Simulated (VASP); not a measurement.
A run of VASP 6.6.1 is set up as follows.

The input INCAR:

```
  PREC = Accurate
  ENCUT = 520
  EDIFF = 1E-8
  ISMEAR = 0
  SIGMA = 0.01
  LREAL = False
  LASPH = True
  NELM = 80
  ALGO = Normal
  ISIF = 2
  LWAVE = False
  LCHARG = False
  GGA = PS
  IBRION = 8
  NSW = 1
```

File KPOINTS:

```
regular mesh
0
Gamma
  8 8 8
```

File POSCAR:

```
Si
1.0
    2.6380903573      2.6380903573      0.0000000000
   -2.6380903573      2.6380903573      0.0000000000
    0.0000000000      2.6380903573      2.6380903573
Si
2
Direct
    0.2500000000      0.7500000000      0.5000000000
    0.0000000000      0.0000000000      0.0000000000
```

Potentials or basis: VASP PAW PBE potentials, release 64 (Si).

Run with:

```bash
$ cat potpaw_PBE.64/Si/POTCAR > POTCAR
$ mpirun -np 1 vasp_std > vasp.out
```

(1) Estimate the highest phonon frequency at Γ.

Results:

(1) 556 cm⁻¹.

Caveat: the cell stands under pressure or tension, which shifts response properties.
